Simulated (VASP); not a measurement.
# Pd (P6_3/mmc) in VASP: further runs

Pd is run at these levels: BLYP, LDA, PBEsol+D3(BJ); tasks: relaxation of cell and atoms, single point.

Everything below comes from runs of VASP 6.6.1. Logs are shortened: lines on timing, memory, paths and dates and some standing lists are left out, and cuts for length are marked.

## Step 1: The cell of the first run

Symmetry: P6_3/mmc, No. 194, hexagonal system. The conventional cell has a = 2.784 Å, b = 2.784 Å, c = 4.629 Å, α = 90.00°, β = 90.00°, γ = 120.00°. Pd (site symmetry -6m2) has 12 Pd at 2.78 to 2.82 Å within 3.7 Å.

## Step 2: Relaxation of cell and atoms, BLYP

Contents of INCAR:

```
  PREC = Accurate
  ENCUT = 600
  EDIFF = 1E-7
  ISMEAR = -1
  SIGMA = 0.05
  LREAL = False
  LASPH = True
  NELM = 60
  ALGO = Normal
  ISIF = 3
  LWAVE = False
  LCHARG = False
  GGA = B5
  ALDAX = 1.0
  AGGAX = 1.0
  AGGAC = 1.0
  ALDAC = 0.0
  IBRION = 2
  NSW = 60
  EDIFFG = -0.01
```

Contents of KPOINTS:

```
Automatic mesh
0
Gamma
  11 11 6
```

Contents of POSCAR:

```
Pd
1.0
    2.7836650458      0.0000000000      0.0000000000
   -1.3918325229      2.4107246453      0.0000000000
    0.0000000000      0.0000000000      4.6288930000
Pd
2
Direct
    0.3333333333      0.6666666667      0.2500000000
    0.6666666667      0.3333333333      0.7500000000
```

Potentials or basis: VASP PAW PBE potentials, release 64 (Pd).

The run is started by

```console
$ cat potpaw_PBE.64/Pd/POTCAR > POTCAR
$ mpirun -np 1 vasp_std > vasp.out
```

OUTCAR:

```text
PREC = Accurate
   ENCUT = 600
   EDIFF = 1E-7
   ISMEAR = -1
   LREAL = False
   LASPH = True
   NELM = 60
   ISIF = 3
   GGA = B5
   IBRION = 2
   NSW = 60
   EDIFFG = -0.01

 ion  position               nearest neighbor table
   1  0.333  0.667  0.250-   2 2.82   2 2.82   2 2.82   2 2.82   2 2.82   2 2.82
   2  0.667  0.333  0.750-   1 2.82   1 2.82   1 2.82   1 2.82   1 2.82   1 2.82

  LATTYP: Found a hexagonal cell.
 ALAT       =     2.7836650458
 C/A-ratio  =     1.6628771507

  Lattice vectors:

 A1 = (   2.7836650458,   0.0000000000,   0.0000000000)
 A2 = (  -1.3918325229,   2.4107246453,   0.0000000000)
 A3 = (   0.0000000000,   0.0000000000,   4.6288930000)

Analysis of symmetry for initial positions (statically):
=====================================================================
 Subroutine PRICEL returns:
 Original cell was already a primitive cell.

 Routine SETGRP: Setting up the symmetry group for a
 hexagonal supercell.

 Subroutine GETGRP returns: Found 24 space group operations
 (whereof 12 operations were pure point group operations)
 out of a pool of 24 trial point group operations.

The static configuration has the point symmetry D_3d.
 The point group associated with its full space group is D_6h.

Analysis of symmetry for dynamics (positions and initial velocities):
=====================================================================
 Subroutine PRICEL returns:
 Original cell was already a primitive cell.

 Routine SETGRP: Setting up the symmetry group for a
 hexagonal supercell.

 Subroutine GETGRP returns: Found 24 space group operations
 (whereof 12 operations were pure point group operations)
 out of a pool of 24 trial point group operations.

The dynamic configuration has the point symmetry D_3d.
 The point group associated with its full space group is D_6h.

 Subroutine INISYM returns: Found 24 space group operations
 (whereof 12 operations are pure point group operations),
 and found     1 'primitive' translations

----------------------------------------------------------------------------------------

                                     Primitive cell

  volume of cell :      31.0629

  direct lattice vectors                    reciprocal lattice vectors
     2.783665046  0.000000000  0.000000000     0.359238624  0.207406516  0.000000000
    -1.391832523  2.410724645  0.000000000     0.000000000  0.414813032  0.000000000
     0.000000000  0.000000000  4.628893000     0.000000000  0.000000000  0.216034374

  length of vectors
     2.783665046  2.783665046  4.628893000     0.414813032  0.414813032  0.216034374

  position of ions in fractional coordinates (direct lattice)
     0.333333333  0.666666667  0.250000000
     0.666666667  0.333333333  0.750000000

  ion indices of the primitive-cell ions
   primitive index   ion index
                 1           1
                 2           2

----------------------------------------------------------------------------------------

 KPOINTS: Automatic mesh

Automatic generation of k-mesh.
 Grid dimensions read from file:
 generate k-points for:   11   11    6

 Generating k-lattice:

  Cartesian coordinates                     Fractional coordinates (reciprocal lattice)
     0.032658057  0.018855138  0.000000000     0.090909091  0.000000000  0.000000000
     0.000000000  0.037710276  0.000000000     0.000000000  0.090909091  0.000000000
     0.000000000  0.000000000  0.036005729     0.000000000  0.000000000  0.166666667

  Length of vectors
     0.037710276  0.037710276  0.036005729

  Shift w.r.t. Gamma in fractional coordinates (k-lattice)
     0.000000000  0.000000000  0.000000000

 Subroutine IBZKPT returns following result:
 ===========================================

 Found     64 irreducible k-points:

 Following reciprocal coordinates:
            Coordinates               Weight
  0.000000  0.000000  0.000000      1.000000
  0.090909  0.000000  0.000000      6.000000
  0.181818  0.000000  0.000000      6.000000
  0.272727  0.000000  0.000000      6.000000
  0.363636  0.000000  0.000000      6.000000
  0.454545  0.000000  0.000000      6.000000
[... 16 lines left out ...]
  0.090909  0.090909  0.166667     12.000000
  0.181818  0.090909  0.166667     24.000000
 [... further k-points ...]
   k-points           NKPTS =     64   k-points in BZ     NKDIM =     64   number of bands    NBANDS=     14
   number of dos      NEDOS =    301   number of ions     NIONS =      2
   total plane-waves  NPLWV =  23040
   dimension x,y,z NGX =    24 NGY =   24 NGZ =   40
   dimension x,y,z NGXF=    48 NGYF=   48 NGZF=   80
   ions per type =               2
   NGX,Y,Z   is equivalent  to a cutoff of  14.33, 14.33, 14.37 a.u.
   NGXF,Y,Z  is equivalent  to a cutoff of  28.67, 28.67, 28.73 a.u.
 SYSTEM =  unknown system
   PREC   = accura    normal or accurate (medium, high low for compatibility)
   ISTART =      0    job   : 0-new  1-cont  2-samecut
   ICHARG =      2    charge: 1-file 2-atom 10-const
   ISPIN  =      1    spin polarized calculation?
   LNONCOLLINEAR =      F non collinear calculations
   LSORBIT =      F    spin-orbit coupling
   LASPH  =      T    aspherical Exc in radial PAW
   ENCUT  =  600.0 eV  44.10 Ry    6.64 a.u.   5.56  5.56  9.25*2*pi/ulx,y,z
   NELM   =     60;   NELMIN=  2; NELMDL= -5     # of ELM steps
   EDIFF  = 0.1E-06   stopping-criterion for ELM
   LREAL  =      F    real-space projection
   EDIFFG = -.1E-01   stopping-criterion for IOM
   NSW    =     60    number of steps for IOM
   IBRION =      2    ionic relax: 0-MD 1-quasi-New 2-CG
   NFREE  =      1    steps in history (QN), initial steepest desc. (CG)
   ISIF   =      3    stress and relaxation
   ISYM   =      2    0-nonsym 1-usesym 2-fastsym
   POTIM  = 0.5000    time-step for ionic-motion
   TEBEG  =    0.0;   TEEND  =   0.0 temperature during run
   PSTRESS=    0.0 pullay stress
   NELECT =      20.0000    total number of electrons
   NUPDOWN=      -1.0000    fix difference up-down
   EMIN   =  10.00;   EMAX   =-10.00  energy-range for DOS
   EFERMI =   0.00;   METHOD = LEGACY
   ISMEAR =    -1;   SIGMA  =   0.05  broadening in eV -4-tet -1-fermi 0-gaus
   EFERMI_NEDOS =   21; number of points for ismear=-14 and -15
   IALGO  =     38    algorithm
   IMIX   =      4    mixing-type and parameters
     AMIX     =   0.40;   BMIX     =  1.00
     AMIX_MAG =   1.60;   BMIX_MAG =  1.00
  volume/ion in A,a.u.               =      15.53       104.81
  Fermi-wavevector in a.u.,A,eV,Ry     =   1.413636  2.671385 27.189429  1.998367
  Thomas-Fermi vector in A             =   2.535261
   LORBIT       =      0    0 simple, 1 ext, 2 COOP (PROOUT), +10 PAW based schemes
   GGA     = B5    functional components
   LHFCALC =     F    Hartree Fock is set to
   AEXX    =    0.0000 exact exchange contribution
   IVDW    =     0    specifies the selected vdW correction
   LEPSILON=     F    determine dielectric tensor
   LRPA    =     F    only Hartree local field effects (RPA)
 conjugate gradient relaxation of ions
 non-spin polarized calculation
  energy-cutoff  :      600.00
  volume of cell :       31.06
 maximum number of plane-waves:      1061
 NGX is ok and might be reduce to    24
   NGX = 11   NGY = 11   NGZ = 19

--------------------------------------- Ionic step        1  -------------------------------------------

 number of electron      20.0000005 magnetization

 Free energy of the ion-electron system (eV)
  ---------------------------------------------------
  ext. energy  EPLUGINS =         0.00000000
  ---------------------------------------------------
  free energy    TOTEN  =        -8.66291526 eV

  energy without entropy =       -8.61545234  energy(sigma->0) =       -8.63918380

------------------------ aborting loop because EDIFF is reached ----------------------------------------

  FORCE on cell =-STRESS in cart. coord.  units (eV):
  Direction    XX          YY          ZZ          XY          YZ          ZX
  --------------------------------------------------------------------------------------
  -------------------------------------------------------------------------------------
  Total        1.7245673      1.7245673      1.7939266     -0.0000000      0.0000000      0.0000000
  in kB       88.9506245     88.9506245     92.5280755     -0.0000000      0.0000000      0.0000000
  external PRESSURE =      90.1431082 kB  Pullay stress =       0.0000000 kB
[... 165 lines left out ...]
  energy  without entropy=       -8.6625220930  energy(sigma->0) =       -8.68740398

--------------------------------------- Ionic step        6  -------------------------------------------

 number of electron      19.9999996 magnetization

 Free energy of the ion-electron system (eV)
  ---------------------------------------------------
  ext. energy  EPLUGINS =         0.00000000
  ---------------------------------------------------
  free energy    TOTEN  =        -8.71233238 eV

  energy without entropy =       -8.66281553  energy(sigma->0) =       -8.68757395

 E-fermi :   8.5667     XC(G=0): -11.8910

 val. band max:        8.5526513750   @ k =   0.4545   0.0000   0.0000
 cond. band min:       8.5679685144   @ k =   0.4545   0.0000   0.3333
 fundamental gap:      0.0153171394
 Fermi energy:         8.5666860894

 k-point     1 :       0.0000    0.0000    0.0000
  band No.  band energies     occupation
      1       2.3567      2.00000
      2       4.0671      2.00000
      3       6.0548      2.00000
      4       6.2397      2.00000
      5       6.2397      2.00000
      6       6.5260      2.00000
      7       6.5260      2.00000
      8       7.1436      2.00000
      9       7.1436      2.00000
     10       8.3431      1.97742
     11       8.3431      1.97742
     12       9.8627      0.00000
     13      14.7415      0.00000
     14      25.9063      0.00000
[... 375 lines left out ...]
 k-point    24 :       0.1818    0.0909    0.1667
  band No.  band energies     occupation
      1       3.9961      2.00000
      2       4.9158      2.00000
      3       5.5765      2.00000
      4       5.7560      2.00000
      5       6.1077      2.00000
      6       6.5243      2.00000
      7       6.8448      2.00000
      8       7.1123      2.00000
      9       7.5066      2.00000
     10       7.5763      2.00000
     11       8.3997      1.93150
     12      12.0066      0.00000
     13      17.0267      0.00000
     14      21.8481      0.00000

 [... further k-points ...]
[... 5 lines left out ...]
  --------------------------------------------------------------------------------------
  -------------------------------------------------------------------------------------
  Total        0.0085442      0.0085442      0.0189168     -0.0000000     -0.0000000     -0.0000000
  in kB        0.4158507      0.4158507      0.9206853     -0.0000000     -0.0000000     -0.0000000
  external PRESSURE =       0.5841289 kB  Pullay stress =       0.0000000 kB
[... 17 lines left out ...]
  FREE ENERGIE OF THE ION-ELECTRON SYSTEM (eV)
  ---------------------------------------------------
  free  energy   TOTEN  =        -8.7123323757 eV

  energy  without entropy=       -8.6628155259  energy(sigma->0) =       -8.68757395

 reached required accuracy - stopping structural energy minimisation
```

Run time: 1.9 min. Hardware: 1 thread of AMD EPYC 9R14 (Zen 4), shared host; peak memory 0.15 GiB.

Results:

| Property | Result |
| --- | --- |
| Free energy | -8.7123 eV |
| Relaxed volume | 16.46 Å³/atom |
| Relaxed cell | a = 2.834 Å, b = 2.834 Å, c = 4.734 Å, α = 90.00°, β = 90.00°, γ = 120.00° |
| Space group after relaxing (to 0.05 Å) | P6_3/mmc (No. 194) |
| Energy gained by relaxing | 24.7 meV/atom |
| Ionic steps | 6 |
| Pressure after relaxing | 0.1 GPa |
| Band gap on the k mesh | zero (band 10 reaches 8.67 eV, above the bottom of band 11 at 7.95 eV) |

Step by step:
```
step  energy change (eV)  largest force (eV/Å)  pressure (GPa)  volume (Å³)
   1              0.0000                0.0000            9.01        31.06
   2              0.0037                0.0000           -7.11        35.16
   3             -0.0493                0.0000           -0.09        32.96
   4             -0.0493                0.0000            0.06        32.92
   5             -0.0494                0.0000            0.06        32.92
   6             -0.0494                0.0000            0.06        32.92
```

Final structure:
```cif
data_structure
_symmetry_space_group_name_H-M 'P 1'
_symmetry_Int_Tables_number 1
_cell_length_a 2.8336
_cell_length_b 2.8336
_cell_length_c 4.7341
_cell_angle_alpha 90.000
_cell_angle_beta 90.000
_cell_angle_gamma 120.000
_cell_volume 32.92
loop_
_atom_site_label
_atom_site_type_symbol
_atom_site_fract_x
_atom_site_fract_y
_atom_site_fract_z
_atom_site_occupancy
Pd1 Pd 0.33333 0.66667 0.25000 1
Pd2 Pd 0.66667 0.33333 0.75000 1
```

Caveat: the PAW data sets were made with another functional, which shifts forces and pressure a little.

## Step 3: Single point, LDA

Contents of INCAR:

```
ALGO = Normal
EDIFF = 1E-7
ENCUT = 520
ISIF = 2
ISMEAR = -1
LASPH = True
LCHARG = False
LREAL = False
LWAVE = False
NBANDS = 17
NELM = 80
PREC = Accurate
SIGMA = 0.05
```

Contents of KPOINTS:

```
k-points
0
Gamma
  11 11 6
```

POSCAR is that of step 2.

Potentials or basis: VASP PAW LDA potentials, release 64 (Pd).

The run is started by

```console
$ cat potpaw_LDA.64/Pd/POTCAR > POTCAR
$ mpirun -np 1 vasp_std > vasp.out
```

It took 30 s on 1 thread of Intel Xeon 8259CL, shared host; peak memory 0.16 GiB.

Results (log left out):

| Item | Value |
| --- | --- |
| Free energy | -12.7839 eV |
| Pressure | -15.4 GPa |
| Band gap on the k mesh | zero (band 10 reaches 8.87 eV, above the bottom of band 11 at 8.08 eV) |

Stress tensor (GPa, compression positive):
```
-15.62   0.00   0.00
  0.00 -15.62   0.00
  0.00   0.00 -15.03
```

Levels at points of the mesh, in eV from the Fermi level:
```
           k point  band 6  band 7  band 8  band 9  band 10  band 11  band 12  band 13  band 14  band 15
(0.00, 0.00, 0.00)   -2.23   -2.23   -1.57   -1.57    -0.22    -0.22     0.90     6.57    17.04    18.58
(0.00, 0.00, 0.50)   -2.60   -2.60   -2.60   -0.66    -0.66    -0.66    -0.66    13.65    13.65    17.47
```

(Part 1 of 2 ends here.)
